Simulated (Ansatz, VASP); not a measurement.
## One calculation of HfO2, two programs

The input INCAR:

```
SYSTEM = HfO2
PREC = Accurate
ENCUT = 520
EDIFF = 1E-6
ISMEAR = 0
SIGMA = 0.05
LREAL = .False.
LASPH = .True.
NELM = 80
ALGO = Normal
ISIF = 2
LWAVE = .False.
LCHARG = .True.
GGA = PE
LELF = .True.
LVHAR = .True.
NBANDS = 18
```

File KPOINTS:

```
regular mesh
0
Gamma
  8 8 8
  0 0 0
```

The input POSCAR:

```
HfO2
1.0
    0.0000000000      2.3433357865      3.0463365224
    2.3433357865      0.0000000000      3.0463365224
    2.3433357865      2.3433357865      0.0000000000
Hf O
1 2
Direct
    0.0000000000      0.0000000000      0.0000000000
    0.2500000000      0.2500000000      0.2500000000
    0.7500000000      0.7500000000      0.7500000000
```

Input for Ansatz:

```yaml
crystal:
  lattice:
    - [0.0, 2.3433357865, 3.0463365224]
    - [2.3433357865, 0.0, 3.0463365224]
    - [2.3433357865, 2.3433357865, 0.0]
  atoms:
    - { symbol: Hf, position: [0.0, 0.0, 0.0] }
    - { symbol: O, position: [0.25, 0.25, 0.25] }
    - { symbol: O, position: [0.75, 0.75, 0.75] }
basis:
  ecutwfc: 420
kpoints:
  mp_grid: { grid: [8, 8, 8] }
hamiltonian:
  xc: pbe
scf:
  occupations: { method: gaussian, width: 0.05 }
output:
  forces: true
  stress: true
  eigenvalues: true
```

Alike in both runs: task single point; functional PBE; k mesh 8 × 8 × 8; occupations gaussian, width 0.05 eV; no spin polarisation.

|  | VASP | Ansatz |
| --- | --- | --- |
| version | VASP 6.6.1 | Ansatz 0.2.0 |
| potentials or method | VASP PAW PBE potentials, release 64 (Hf_pv, O), cutoff 520 eV | scalar-relativistic, plane waves, PAW |
| valence electrons in the cell | 22 | 38 |

VASP gave:

- gap on the k mesh at the Fermi level (eV): none
- pressure (GPa): -3.2
- traceless stress, the component that is largest in VASP (GPa): -82.71

Problem. Which values does Ansatz return?

Solution. gap on the k mesh at the Fermi level (eV): none; pressure (GPa): -0.2; traceless stress, the component that is largest in VASP (GPa): -81.70.

A gap of «none» marks a metal or a gap that the smearing closes. VASP's potentials hold 22 valence electrons a cell and Ansatz's 38, so a difference there can come from the potentials and not from the codes.

Spin-orbit coupling is off throughout.
